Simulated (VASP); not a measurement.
# TaF3 (Pm-3m) in VASP: further runs, part 2 of 2

VASP 6.6.1. Earlier steps stand in the parts before.

## (4) Single point, r2SCAN+D3(BJ), collinear spin (18.26 Å³/atom)

This run uses another cell than the first one, of 18.26 Å³/atom.

The input, POSCAR:

```
TaF3
1.0
    4.1803650066      0.0000000000      0.0000000000
    0.0000000000      4.1803650066      0.0000000000
    0.0000000000      0.0000000000      4.1803650066
Ta F
1 3
Direct
    0.0000000000      0.0000000000      0.0000000000
    0.5000000000      0.0000000000      0.0000000000
    0.0000000000      0.5000000000      0.0000000000
    0.0000000000      0.0000000000      0.5000000000
```

The input, INCAR.step1:

```
SYSTEM = TaF3
PREC     = Accurate       ! precision mode
ENCUT    = 660            ! plane-wave cutoff, eV
ISMEAR   = 0              ! smearing method
SIGMA    = 0.05           ! smearing width, eV
LREAL    = .False.        ! projectors in reciprocal space
LASPH    = .True.         ! aspherical terms in the spheres
NELM     = 200            ! most SCF steps
ISPIN    = 2              ! spin polarisation
MAGMOM   = 1 0 0 0        ! initial moments
LMAXMIX  = 4              ! l up to which the mixer works
NBANDS   = 28             ! bands
GGA      = PE             ! functional
ALGO     = Normal         ! electronic algorithm
EDIFF    = 1E-5           ! SCF threshold, eV
LWAVE    = .True.         ! write WAVECAR
LCHARG   = .False.        ! write CHGCAR
GGA_COMPAT= .False.
```

The input, INCAR.step2:

```
SYSTEM = TaF3
PREC     = Accurate       ! precision mode
ENCUT    = 660            ! plane-wave cutoff, eV
EDIFF    = 1E-6           ! SCF threshold, eV
ISMEAR   = 0              ! smearing method
SIGMA    = 0.05           ! smearing width, eV
LREAL    = .False.        ! projectors in reciprocal space
LASPH    = .True.         ! aspherical terms in the spheres
NELM     = 200            ! most SCF steps
ALGO     = Normal         ! electronic algorithm
ISIF     = 2              ! what is computed and relaxed
LWAVE    = .False.        ! write WAVECAR
LCHARG   = .True.         ! write CHGCAR
ISPIN    = 2              ! spin polarisation
MAGMOM   = 1 0 0 0        ! initial moments
LORBIT   = 11             ! projections on sites
LMAXMIX  = 4              ! l up to which the mixer works
METAGGA  = R2SCAN         ! meta-GGA
LMIXTAU  = .True.       
IVDW     = 12             ! dispersion correction
VDW_S6   = 1.0          
VDW_S8   = 0.78981345   
VDW_A1   = 0.49484001   
VDW_A2   = 5.73083694   
LELF     = .True.         ! ELF
LVHAR    = .True.       
NBANDS   = 28             ! bands
ISTART   = 1            
GGA_COMPAT= .False.
```

The input, KPOINTS:

```
regular mesh
0
Gamma
  6 6 6
  0 0 0
```

Potentials or basis: VASP PAW PBE potentials, release 64 (Ta_pv, F).

The run is started by

```
cat potpaw_PBE.64/Ta_pv/POTCAR potpaw_PBE.64/F/POTCAR > POTCAR
cp INCAR.step1 INCAR
mpirun -np 1 vasp_std > vasp.out
cp INCAR.step2 INCAR
mpirun -np 1 vasp_std > vasp.out
```

OUTCAR:

```text
SYSTEM = TaF3
   PREC = Accurate
   ENCUT = 660
   EDIFF = 1E-6
   ISMEAR = 0
   LREAL = .False.
   LASPH = .True.
   NELM = 200
   ISIF = 2
   ISPIN = 2
   LORBIT = 11
   METAGGA = R2SCAN
   IVDW = 12
   ISTART = 1
 IVDW          = 12

 ion  position               nearest neighbor table
   1  0.000  0.000  0.000-   2 2.09   3 2.09   4 2.09   4 2.09   3 2.09   2 2.09
   2  0.500  0.000  0.000-   1 2.09   1 2.09
   3  0.000  0.500  0.000-   1 2.09   1 2.09
   4  0.000  0.000  0.500-   1 2.09   1 2.09

  LATTYP: Found a simple cubic cell.
 ALAT       =     4.1803650066

  Lattice vectors:

 A1 = (   4.1803650066,   0.0000000000,   0.0000000000)
 A2 = (   0.0000000000,   4.1803650066,   0.0000000000)
 A3 = (   0.0000000000,   0.0000000000,   4.1803650066)

Analysis of symmetry for initial positions (statically):
=====================================================================
 Subroutine PRICEL returns:
 Original cell was already a primitive cell.

 Routine SETGRP: Setting up the symmetry group for a
 simple cubic supercell.

 Subroutine GETGRP returns: Found 48 space group operations
 (whereof 48 operations were pure point group operations)
 out of a pool of 48 trial point group operations.

The static configuration has the point symmetry O_h .

Analysis of symmetry for dynamics (positions and initial velocities):
=====================================================================
 Subroutine PRICEL returns:
 Original cell was already a primitive cell.

 Routine SETGRP: Setting up the symmetry group for a
 simple cubic supercell.

 Subroutine GETGRP returns: Found 48 space group operations
 (whereof 48 operations were pure point group operations)
 out of a pool of 48 trial point group operations.

The dynamic configuration has the point symmetry O_h .

Analysis of structural, dynamic, and magnetic symmetry:
=====================================================================
 Subroutine PRICEL returns:
[... 156 lines left out ...]

 E-fermi :   2.2906     XC(G=0):  -8.5025

 val. band max:        2.1250436500   @ k =   0.5000   0.5000   0.0000
 cond. band min:       2.2927840542   @ k =   0.5000   0.1667   0.1667
 fundamental gap:      0.1677404042
 Fermi energy:         2.2906254798

 spin component 1

 k-point     1 :       0.0000    0.0000    0.0000
  band No.  band energies     occupation
      1     -35.9966      1.00000
      2     -35.9966      1.00000
      3     -35.9965      1.00000
      4     -26.0659      1.00000
      5     -25.8068      1.00000
      6     -25.8068      1.00000
[... 609 lines left out ...]
     27      10.9652      0.00000
     28      10.9652      0.00000
 Fermi energy:         2.2906254798

 spin component 2

 k-point     1 :       0.0000    0.0000    0.0000
  band No.  band energies     occupation
      1     -34.7109      1.00000
      2     -34.7109      1.00000
      3     -34.7109      1.00000
      4     -26.0042      1.00000
      5     -25.7590      1.00000
      6     -25.7590      1.00000
[... 609 lines left out ...]
     27      11.3900      0.00000
     28      11.5912      0.00000

------------------------ aborting loop because EDIFF is reached ----------------------------------------

 Edisp (eV)   -0.19245

 E8    (eV) :    -0.0623

  FORCE on cell =-STRESS in cart. coord.  units (eV):
  Direction    XX          YY          ZZ          XY          YZ          ZX
  --------------------------------------------------------------------------------------
  -------------------------------------------------------------------------------------
  Total      -1.79268    -1.79268    -1.79268    -0.00000    -0.00000     0.00000
  in kB     -39.31610   -39.31610   -39.31610    -0.00000    -0.00000     0.00000
  external pressure =      -39.32 kB  Pullay stress =        0.00 kB

 VOLUME and BASIS-vectors are now :
 -----------------------------------------------------------------------------
  energy-cutoff  :      660.00
  volume of cell :       73.05
      direct lattice vectors                 reciprocal lattice vectors
     4.180365007  0.000000000  0.000000000     0.239213561  0.000000000  0.000000000
     0.000000000  4.180365007  0.000000000     0.000000000  0.239213561  0.000000000
     0.000000000  0.000000000  4.180365007     0.000000000  0.000000000  0.239213561

 POSITION                                       TOTAL-FORCE (eV/Angst)
 -----------------------------------------------------------------------------------
      0.00000      0.00000      0.00000         0.000000      0.000000      0.000000
      2.09018      0.00000      0.00000         0.000000      0.000000      0.000000
      0.00000      2.09018      0.00000         0.000000      0.000000      0.000000
      0.00000      0.00000      2.09018         0.000000      0.000000      0.000000
 -----------------------------------------------------------------------------------
    total drift:                                0.000000      0.000000     -0.000000

  FREE ENERGIE OF THE ION-ELECTRON SYSTEM (eV)
  ---------------------------------------------------
  free  energy   TOTEN  =       -68.7859746480 eV

  energy  without entropy=      -68.7827168787  energy(sigma->0) =      -68.78434576

 total charge

# of ion       s       p       d       tot
------------------------------------------
    1        0.188   6.122   2.317   8.627
    2        1.730   4.409   0.000   6.139
    3        1.730   4.409   0.000   6.139
    4        1.730   4.409   0.000   6.139
--------------------------------------------------
tot          5.378  19.349   2.317  27.044

 magnetization (x)

# of ion       s       p       d       tot
------------------------------------------
    1        0.005   0.004   1.565   1.574
    2        0.001   0.018   0.000   0.019
    3        0.001   0.018   0.000   0.019
    4        0.001   0.018   0.000   0.019
--------------------------------------------------
tot          0.007   0.059   1.565   1.630
```

OUTCAR.step1:

```text
SYSTEM = TaF3
   PREC = Accurate
   ENCUT = 660
   ISMEAR = 0
   LREAL = .False.
   LASPH = .True.
   NELM = 200
[... 1481 lines left out ...]
      2.09018      0.00000      0.00000         0.000000      0.000000      0.000000
      0.00000      2.09018      0.00000         0.000000      0.000000      0.000000
      0.00000      0.00000      2.09018         0.000000      0.000000      0.000000
 -----------------------------------------------------------------------------------
    total drift:                                0.000000      0.000000     -0.000000

  FREE ENERGIE OF THE ION-ELECTRON SYSTEM (eV)
  ---------------------------------------------------
  free  energy   TOTEN  =       -26.9964065549 eV

  energy  without entropy=      -26.9932371237  energy(sigma->0) =      -26.99482184
```

Run time: 6.5 min. Hardware: 1 thread of Intel Xeon 8259CL, shared host; peak memory 0.32 GiB.

What came out:

```
Free energy                                           : -68.7860 eV
Pressure                                              : -3.9 GPa
Band gap on the k mesh                                : zero (filled and empty bands overlap)
Net moment                                            : 2.00 μB per cell
Site moments                                          : Ta +1.57; F +0.02 μB
Valence electrons inside the program's atomic spheres : Ta 8.63; F 6.14
Dispersion energy per atom                            : -0.048 eV
```

Caveat: three body term missing; the cell stands under tension; the PAW data sets were made with another functional, which shifts forces and pressure a little; spin-orbit coupling is left out, which moves the levels of the heavy elements.

## (5) Overview

| level | cell | gap on the mesh (eV) | pressure (GPa) | moment (μB) |
| --- | --- | --- | --- | --- |
| r2SCAN+D3(BJ) | a = 4.153 Å, 4 atoms | none | -2.0 | 2.00 |
| r2SCAN+rVV10 | a = 4.176 Å, 4 atoms | none | -3.8 | 2.00 |
| r2SCAN+D3(BJ) | a = 4.180 Å, 4 atoms | none | -3.9 | 2.00 |

Alike in all rows: task single point; potentials or basis VASP PAW PBE potentials, release 64 (Ta_pv, F); spin collinear; k mesh 6 × 6 × 6; cutoff (eV) 660; smearing gaussian 0.05 eV.

Caveats: the PAW data sets were made with another functional, which shifts forces and pressure a little; spin-orbit coupling is left out, which moves the levels of the heavy elements; three body term missing (at least some runs); the cell stands under tension (at least some runs).

Absolute energies hang on the potentials; compare differences alone.
